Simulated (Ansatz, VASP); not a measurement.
**Two plane-wave programs on SnSe**

File INCAR:

```
SYSTEM = SnSe
  PREC = Accurate
  ENCUT = 520
  EDIFF = 1E-6
  ISMEAR = 0
  SIGMA = 0.01
  LREAL = .FALSE.
  LASPH = .TRUE.
  NELM = 100
  ALGO = Normal
  ISIF = 2
  LWAVE = .FALSE.
  LCHARG = .FALSE.
  NBANDS = 28
```

The input KPOINTS:

```
regular mesh
0
G
  6 6 2
  0 0 0
```

File POSCAR:

```
SnSe
1.0
    4.2853300000      0.0000000000      0.0000000000
    0.0000000000      4.2853300000      0.0000000000
    0.0000000000      0.0000000000     10.9906900000
Sn Se
2 2
Direct
    0.5000000000      0.0000000000      0.3722300000
    0.0000000000      0.5000000000      0.6277700000
    0.5000000000      0.0000000000      0.6114906951
    0.0000000000      0.5000000000      0.3839600000
```

Input for Ansatz:

```yaml
crystal:
  lattice:
    - [4.28533, 0.0, 0.0]
    - [0.0, 4.28533, 0.0]
    - [0.0, 0.0, 10.99069]
  atoms:
    - { symbol: Sn, position: [0.5, 0.0, 0.37223] }
    - { symbol: Sn, position: [0.0, 0.5, 0.62777] }
    - { symbol: Se, position: [0.5, 0.0, 0.6114906950882975] }
    - { symbol: Se, position: [0.0, 0.5, 0.38396] }
kpoints:
  mp_grid:
    grid: [6, 6, 2]
hamiltonian:
  xc: lda
scf:
  occupations:
    method: fixed
output:
  forces: true
```

Alike in both runs: task single point; functional LDA; k mesh 6 × 6 × 2; no spin polarisation.

```csv
,VASP,Ansatz
version,VASP 6.6.1,Ansatz 0.2.0
potentials or method,"VASP PAW LDA potentials, release 64 (Sn_d, Se)","plane waves, PAW"
plane-wave cutoff (eV),520,420
occupations,"gaussian, width 0.01 eV",fixed
valence electrons in the cell,40,60
```

VASP gave:

* rms of the force components (eV/Å): 0.122

What did Ansatz give for the same quantities?

rms of the force components (eV/Å): 0.121.

LDA's correlation is that of Perdew and Zunger in VASP and of Perdew and Wang (1992) in Ansatz. Atom by atom the forces differ by 0.014 eV/Å (rms over components). VASP's potentials hold 40 valence electrons a cell and Ansatz's 60, so a difference there can come from the potentials and not from the codes.
